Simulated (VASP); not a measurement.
# Zr3S5 in VASP: notebook

Runs on Zr3S5. Level: PBEsol. Tasks: single point.

Everything below comes from runs of VASP 6.6.1. Logs are shortened: lines on timing, memory, paths and dates and some standing lists are left out, and cuts for length are marked.

### 1 The cell of the first run

The cell holds a slab with vacuum, 16 atoms: a = 3.627 Å, b = 8.606 Å, c = 25.734 Å, α = 90.00°, β = 90.00°, γ = 90.00°.

### 2 Single point, PBEsol

Input file INCAR:

```
  ALGO = Normal
  DIPOL = 0.5 0.5 0.500
  EDIFF = 1E-6
  ENCUT = 400
  GGA = PS
  GGA_COMPAT = F
  IDIPOL = 3
  ISIF = 2
  ISMEAR = 0
  LASPH = T
  LCHARG = F
  LDIPOL = T
  LREAL = F
  LWAVE = F
  NBANDS = 80
  NELM = 120
  NELMDL = -8
  PREC = Accurate
  SIGMA = 0.05
```

Input file KPOINTS:

```
k-points
0
Gamma
  7 3 1
```

Input file POSCAR:

```
Zr3S5
1.0
    3.6273864416      0.0000000000      0.0000000000
    0.0000000000      8.6056646436      0.0000000000
    0.0000000000      0.0000000000     25.7336038465
Zr S
6 10
Direct
    0.5000000000      0.7334921082      0.2914477135
    0.0000000000      0.4669842163      0.3748686281
    0.5000000000      0.2004763245      0.4582895427
    0.0000000000      0.9339684326      0.5417104573
    0.5000000000      0.6674605408      0.6251313719
    0.0000000000      0.4009526489      0.7085522865
    0.0000000000      0.9377128720      0.3048648570
    0.5000000000      0.2627634524      0.3614514845
    0.5000000000      0.6712049802      0.3882857716
    0.0000000000      0.9962555606      0.4448723991
    0.0000000000      0.4046970883      0.4717066863
    0.5000000000      0.7297476687      0.5282933137
    0.5000000000      0.1381891965      0.5551276009
    0.0000000000      0.4632397769      0.6117142284
    0.0000000000      0.8716813047      0.6385485155
    0.5000000000      0.1967318850      0.6951351430
```

Potentials or basis: VASP PAW PBE potentials, release 64 (Zr_sv, S).

Started as:

```bash
$ cat potpaw_PBE.64/Zr_sv/POTCAR potpaw_PBE.64/S/POTCAR > POTCAR
$ mpirun -np 1 vasp_std > vasp.out
```

OUTCAR:

```text
EDIFF = 1E-6
   ENCUT = 400
   GGA = PS
   ISIF = 2
   ISMEAR = 0
   LASPH = T
   LREAL = F
   NELM = 120
   NELMDL = -8
   PREC = Accurate

 ion  position               nearest neighbor table
   1  0.500  0.733  0.291-   9 2.55   7 2.55   7 2.55   2 3.63   2 3.63
   2  0.000  0.467  0.375-   9 2.55   9 2.55   8 2.55   8 2.55  11 2.55   3 3.63   3 3.63   1 3.63
                             1 3.63
   3  0.500  0.200  0.458-  11 2.55  11 2.55   8 2.55  10 2.55  10 2.55  13 2.55   2 3.63   2 3.63
                             4 3.63   4 3.63
   4  0.000  0.934  0.542-  15 2.55  12 2.55  12 2.55  13 2.55  13 2.55  10 2.55   5 3.63   5 3.63
                             3 3.63   3 3.63
   5  0.500  0.667  0.625-  14 2.55  14 2.55  12 2.55  15 2.55  15 2.55   4 3.63   4 3.63   6 3.63
                             6 3.63
   6  0.000  0.401  0.709-  14 2.55  16 2.55  16 2.55   5 3.63   5 3.63
   7  0.000  0.938  0.305-   1 2.55   1 2.55
   8  0.500  0.263  0.361-   3 2.55   2 2.55   2 2.55
   9  0.500  0.671  0.388-   1 2.55   2 2.55   2 2.55
  10  0.000  0.996  0.445-   3 2.55   3 2.55   4 2.55
  11  0.000  0.405  0.472-   3 2.55   3 2.55   2 2.55
  12  0.500  0.730  0.528-   5 2.55   4 2.55   4 2.55
  13  0.500  0.138  0.555-   4 2.55   4 2.55   3 2.55
  14  0.000  0.463  0.612-   6 2.55   5 2.55   5 2.55
  15  0.000  0.872  0.639-   4 2.55   5 2.55   5 2.55
  16  0.500  0.197  0.695-   6 2.55   6 2.55

  LATTYP: Found a simple orthorhombic cell.
 ALAT       =     3.6273864416
 B/A-ratio  =     2.3724146247
 C/A-ratio  =     7.0942548473

  Lattice vectors:

 A1 = (   3.6273864416,   0.0000000000,   0.0000000000)
 A2 = (   0.0000000000,   8.6056646436,   0.0000000000)
 A3 = (   0.0000000000,   0.0000000000,  25.7336038465)

Analysis of symmetry for initial positions (statically):
=====================================================================
 Subroutine PRICEL returns:
 Original cell was already a primitive cell.

 Routine SETGRP: Setting up the symmetry group for a
 simple orthorhombic supercell.

 Subroutine GETGRP returns: Found  4 space group operations
 (whereof  2 operations were pure point group operations)
 out of a pool of  8 trial point group operations.

The static configuration has the point symmetry C_1h.
 The point group associated with its full space group is C_2h.

Analysis of symmetry for dynamics (positions and initial velocities):
=====================================================================
 Subroutine PRICEL returns:
 Original cell was already a primitive cell.

 Routine SETGRP: Setting up the symmetry group for a
 simple orthorhombic supercell.

 Subroutine GETGRP returns: Found  4 space group operations
 (whereof  2 operations were pure point group operations)
 out of a pool of  8 trial point group operations.

The dynamic configuration has the point symmetry C_1h.
 The point group associated with its full space group is C_2h.

 Subroutine INISYM returns: Found  4 space group operations
 (whereof  2 operations are pure point group operations),
 and found     1 'primitive' translations

----------------------------------------------------------------------------------------

                                     Primitive cell

  volume of cell :     803.3020

  direct lattice vectors                    reciprocal lattice vectors
     3.627386442  0.000000000  0.000000000     0.275680581  0.000000000  0.000000000
     0.000000000  8.605664644  0.000000000     0.000000000  0.116202530  0.000000000
     0.000000000  0.000000000 25.733603846     0.000000000  0.000000000  0.038859695

  length of vectors
     3.627386442  8.605664644 25.733603846     0.275680581  0.116202530  0.038859695

  position of ions in fractional coordinates (direct lattice)
     0.500000000  0.733492108  0.291447713
     0.000000000  0.466984216  0.374868628
     0.500000000  0.200476325  0.458289543
     0.000000000  0.933968433  0.541710457
     0.500000000  0.667460541  0.625131372
     0.000000000  0.400952649  0.708552287
[... 8 lines left out ...]
     0.000000000  0.871681305  0.638548515
     0.500000000  0.196731885  0.695135143

  ion indices of the primitive-cell ions
   primitive index   ion index
                 1           1
                 2           2
                 3           3
                 4           4
                 5           5
                 6           6
[... 8 lines left out ...]
                15          15
                16          16

----------------------------------------------------------------------------------------

 KPOINTS: k-points

Automatic generation of k-mesh.
 Grid dimensions read from file:
 generate k-points for:    7    3    1

 Generating k-lattice:

  Cartesian coordinates                     Fractional coordinates (reciprocal lattice)
     0.039382940  0.000000000  0.000000000     0.142857143  0.000000000  0.000000000
     0.000000000  0.038734177  0.000000000     0.000000000  0.333333333  0.000000000
     0.000000000  0.000000000  0.038859695     0.000000000  0.000000000  1.000000000

  Length of vectors
     0.039382940  0.038734177  0.038859695

  Shift w.r.t. Gamma in fractional coordinates (k-lattice)
     0.000000000  0.000000000  0.000000000

 Subroutine IBZKPT returns following result:
 ===========================================

 Found      8 irreducible k-points:

 Following reciprocal coordinates:
            Coordinates               Weight
  0.000000  0.000000  0.000000      1.000000
  0.142857  0.000000  0.000000      2.000000
  0.285714  0.000000  0.000000      2.000000
  0.428571  0.000000  0.000000      2.000000
  0.000000  0.333333  0.000000      2.000000
  0.142857  0.333333  0.000000      4.000000
  0.285714  0.333333  0.000000      4.000000
  0.428571  0.333333  0.000000      4.000000
   k-points           NKPTS =      8   k-points in BZ     NKDIM =      8   number of bands    NBANDS=     80
   number of dos      NEDOS =    301   number of ions     NIONS =     16
   total plane-waves  NPLWV = 225792
   dimension x,y,z NGX =    24 NGY =   56 NGZ =  168
   dimension x,y,z NGXF=    48 NGYF=  112 NGZF=  336
   ions per type =               6  10
   NGX,Y,Z   is equivalent  to a cutoff of  11.00, 10.82, 10.85 a.u.
   NGXF,Y,Z  is equivalent  to a cutoff of  22.00, 21.64, 21.71 a.u.
 SYSTEM =  unknown system
   PREC   = accura    normal or accurate (medium, high low for compatibility)
   ISTART =      0    job   : 0-new  1-cont  2-samecut
   ICHARG =      2    charge: 1-file 2-atom 10-const
   ISPIN  =      1    spin polarized calculation?
   LNONCOLLINEAR =      F non collinear calculations
   LSORBIT =      F    spin-orbit coupling
   LASPH  =      T    aspherical Exc in radial PAW
   ENCUT  =  400.0 eV  29.40 Ry    5.42 a.u.   5.92 14.03 41.96*2*pi/ulx,y,z
   NELM   =    120;   NELMIN=  2; NELMDL= -8     # of ELM steps
   EDIFF  = 0.1E-05   stopping-criterion for ELM
   LREAL  =      F    real-space projection
   EDIFFG = 0.1E-04   stopping-criterion for IOM
   NSW    =      0    number of steps for IOM
   IBRION =     -1    ionic relax: 0-MD 1-quasi-New 2-CG
   NFREE  =      0    steps in history (QN), initial steepest desc. (CG)
   ISIF   =      2    stress and relaxation
   ISYM   =      2    0-nonsym 1-usesym 2-fastsym
   POTIM  = 0.5000    time-step for ionic-motion
   TEBEG  =    0.0;   TEEND  =   0.0 temperature during run
   PSTRESS=    0.0 pullay stress
   NELECT =     132.0000    total number of electrons
   NUPDOWN=      -1.0000    fix difference up-down
   EMIN   =  10.00;   EMAX   =-10.00  energy-range for DOS
   EFERMI =   0.00;   METHOD = LEGACY
   ISMEAR =     0;   SIGMA  =   0.05  broadening in eV -4-tet -1-fermi 0-gaus
   EFERMI_NEDOS =   21; number of points for ismear=-14 and -15
   IALGO  =     38    algorithm
   IMIX   =      4    mixing-type and parameters
     AMIX     =   0.40;   BMIX     =  1.00
     AMIX_MAG =   1.60;   BMIX_MAG =  1.00
  volume/ion in A,a.u.               =      50.21       338.81
  Fermi-wavevector in a.u.,A,eV,Ry     =   0.896685  1.694489 10.939680  0.804044
  Thomas-Fermi vector in A             =   2.019174
   LORBIT       =      0    0 simple, 1 ext, 2 COOP (PROOUT), +10 PAW based schemes
   GGA     = PS    functional components
   LHFCALC =     F    Hartree Fock is set to
   AEXX    =    0.0000 exact exchange contribution
   IVDW    =     0    specifies the selected vdW correction
   LEPSILON=     F    determine dielectric tensor
   LRPA    =     F    only Hartree local field effects (RPA)
 non-spin polarized calculation
 Gauss-broadening in eV      SIGMA  =   0.05
  energy-cutoff  :      400.00
  volume of cell :      803.30
 maximum number of plane-waves:     14649
 NGX is ok and might be reduce to    24
   NGX = 11   NGY = 29   NGZ = 83

 dipolmoment           0.000000      0.000000     -0.000000 electrons x Angstroem

 number of electron     131.9999999 magnetization

 dipolmoment           0.000000      0.000000      0.000000 electrons x Angstroem

 Free energy of the ion-electron system (eV)
  ---------------------------------------------------
  ext. energy  EPLUGINS =         0.00000000
  ---------------------------------------------------
  free energy    TOTEN  =      -115.40260864 eV

  energy without entropy =     -115.37546920  energy(sigma->0) =     -115.38903892

 E-fermi :   0.7654     XC(G=0):  -5.1681

 val. band max:        0.7649309058   @ k =   0.1429   0.3333   0.0000
 cond. band min:       0.7742612671   @ k =   0.2857   0.0000   0.0000
 fundamental gap:      0.0093303613
 Fermi energy:         0.7653971681

 k-point     1 :       0.0000    0.0000    0.0000
  band No.  band energies     occupation
      1     -49.3186      2.00000
      2     -49.3186      2.00000
      3     -48.9632      2.00000
      4     -48.9632      2.00000
      5     -48.8477      2.00000
      6     -48.8363      2.00000
[... 70 lines left out ...]
     77       2.2351      0.00000
     78       2.2464      0.00000
[... 565 lines left out ...]
     77       2.5218      0.00000
     78       2.5676      0.00000
 [bands above 78 left out]

------------------------ aborting loop because EDIFF is reached ----------------------------------------

 vacuum level on the upper side and lower side of the slab       (xc-potential included)        -0.161        -0.161

  FORCE on cell =-STRESS in cart. coord.  units (eV):
  Direction    XX          YY          ZZ          XY          YZ          ZX
  --------------------------------------------------------------------------------------
  -------------------------------------------------------------------------------------
  Total      -10.1839087     -9.8288004     -9.6078875      0.0000000      1.7177712      0.0000000
  in kB      -20.3116978    -19.6034381    -19.1628295      0.0000000      3.4260764      0.0000000
  external PRESSURE =     -19.6926551 kB  Pullay stress =       0.0000000 kB

 VOLUME and BASIS-vectors are now :
 -----------------------------------------------------------------------------
  energy-cutoff  :      400.00
  volume of cell :      803.30
      direct lattice vectors                 reciprocal lattice vectors
     3.627386442  0.000000000  0.000000000     0.275680581  0.000000000  0.000000000
     0.000000000  8.605664644  0.000000000     0.000000000  0.116202530  0.000000000
     0.000000000  0.000000000 25.733603846     0.000000000  0.000000000  0.038859695

 POSITION                                       TOTAL-FORCE (eV/Angst)
 -----------------------------------------------------------------------------------
      1.81369      6.31219      7.50000         0.000000      1.983404      2.428730
      0.00000      4.01871      9.64672         0.000000     -0.343453      0.464691
      1.81369      1.72523     11.79344         0.000000     -0.225854      0.214917
      0.00000      8.03742     13.94016         0.000000      0.225854     -0.214917
      1.81369      5.74394     16.08688         0.000000      0.343453     -0.464691
      0.00000      3.45046     18.23360         0.000000     -1.983404     -2.428730
[... 8 lines left out ...]
      0.00000      7.50140     16.43215         0.000000     -0.193033      0.484969
      1.81369      1.69301     17.88833         0.000000      2.261902      0.983224
 -----------------------------------------------------------------------------------
    total drift:                                0.000000     -0.000003     -0.000000

  FREE ENERGIE OF THE ION-ELECTRON SYSTEM (eV)
  ---------------------------------------------------
  free  energy   TOTEN  =      -115.4026086376 eV

  energy  without entropy=     -115.3754691956  energy(sigma->0) =     -115.38903892

 vacuum level on the upper side and lower side of the slab         4.019         4.019
```

Wall time 9.1 min (1 thread of AMD EPYC 9R45 (Zen 5), shared host); peak memory 0.59 GiB.

Results:

```yaml
Free_energy: -115.4026 eV
Largest_force: 3.136 eV/Å
Band_gap_on_the_k_mesh: zero (band 66 reaches 0.86 eV, above the bottom of band 67 at 0.72 eV)
```

Forces on the atoms (eV/Å):
```
Zr   0.000  1.983  2.429
Zr   0.000 -0.343  0.465
Zr   0.000 -0.226  0.215
Zr   0.000  0.226 -0.215
Zr   0.000  0.343 -0.465
Zr   0.000 -1.983 -2.429
S    0.000 -2.262 -0.983
S    0.000  0.193 -0.485
S    0.000  0.147 -1.067
S    0.000 -0.141 -0.088
S    0.000  0.403 -0.305
S    0.000 -0.403  0.305
S    0.000  0.141  0.088
S    0.000 -0.147  1.067
S    0.000 -0.193  0.485
S    0.000  2.262  0.983
```

Levels at points of the mesh, in eV from the Fermi level:
| k point | band 64 | band 65 | band 66 | band 67 | band 68 | band 69 |
| --- | --- | --- | --- | --- | --- | --- |
| (0.00, 0.00, 0.00) | -1.29 | -0.27 | -0.10 | 0.10 | 0.10 | 0.28 |

Caveat: the PAW data sets were made with another functional, which shifts forces and pressure a little.

### 3 Single point, PBEsol

Input file INCAR:

```
ALGO = Normal ; DIPOL = 0.5 0.5 0.500
EDIFF = 1E-6 ; ENCUT = 400
GGA = PS ; GGA_COMPAT = F
IDIPOL = 3 ; ISIF = 2
ISMEAR = 0 ; LASPH = T
LCHARG = T ; LDIPOL = T
LELF = T ; LREAL = F
LVACPOTAV = T ; LVHAR = T
LWAVE = F ; NBANDS = 80
NELM = 120 ; NELMDL = -8
PREC = Accurate ; SIGMA = 0.05
```

KPOINTS is that of step 2.

Input file POSCAR:

```
Zr3S5
1.0
    3.6273864416      0.0000000000      0.0000000000
    0.0000000000      8.6056646436      0.0000000000
    0.0000000000      0.0000000000     25.7336038465
Zr S
6 10
Direct
    0.5000000000      0.5399581257      0.3116930490
    0.0000000000      0.5932587711      0.4236508919
    0.5000000000      0.2315475470      0.4770853836
    0.0000000000      0.9028583384      0.5229196606
    0.5000000000      0.5412122293      0.5763418545
    0.0000000000      0.5944977037      0.6883081806
    0.0000000000      0.5271319093      0.2515088598
    0.5000000000      0.3831967646      0.3917431309
    0.5000000000      0.7556745570      0.3717452173
    0.0000000000      1.0531353551      0.4400212152
    0.0000000000      0.4241849763      0.5103782350
    0.5000000000      0.7102533313      0.4896156291
    0.5000000000      0.0813060750      0.5599804772
    0.0000000000      0.3788043497      0.6282504803
    0.0000000000      0.7512782178      0.6082640193
    0.5000000000      0.6072598053      0.7484937157
```

Potentials or basis: VASP PAW PBE potentials, release 64 (Zr_sv, S).

Started as:

```bash
$ cat potpaw_PBE.64/Zr_sv/POTCAR potpaw_PBE.64/S/POTCAR > POTCAR
$ mpirun -np 1 vasp_std > vasp.out
```

It took 8.2 min on 1 thread of AMD EPYC 9R45 (Zen 5), shared host; peak memory 0.6 GiB.

It converged, with:

```
Free energy            : -121.6783 eV
Largest force          : 0.025 eV/Å
Band gap on the k mesh : 0.12 eV, indirect (least direct gap 0.21 eV)
```

Forces in eV/Å, atoms in the order of the input:
```
Zr   0.000  0.001  0.002
Zr   0.000 -0.002 -0.006
Zr   0.000  0.001  0.001
Zr   0.000  0.000 -0.002
Zr   0.000  0.002  0.006
Zr   0.000 -0.001 -0.002
S    0.000 -0.002 -0.023
S    0.000 -0.015 -0.002
S    0.000  0.016 -0.001
S    0.000 -0.005 -0.024
S    0.000 -0.002  0.004
S    0.000  0.002 -0.004
S    0.000  0.004  0.024
S    0.000 -0.017  0.000
S    0.000  0.014  0.002
S    0.000  0.002  0.023
```

Levels at points of the mesh, in eV from the valence-band top:
| k point | band 63 | band 64 | band 65 | band 66 | band 67 | band 68 | band 69 | band 70 |
| --- | --- | --- | --- | --- | --- | --- | --- | --- |
| (0.00, 0.00, 0.00) | -2.00 | -1.81 | -0.98 | -0.36 | 0.16 | 0.39 | 0.65 | 0.83 |

Caveat: the PAW data sets were made with another functional, which shifts forces and pressure a little.
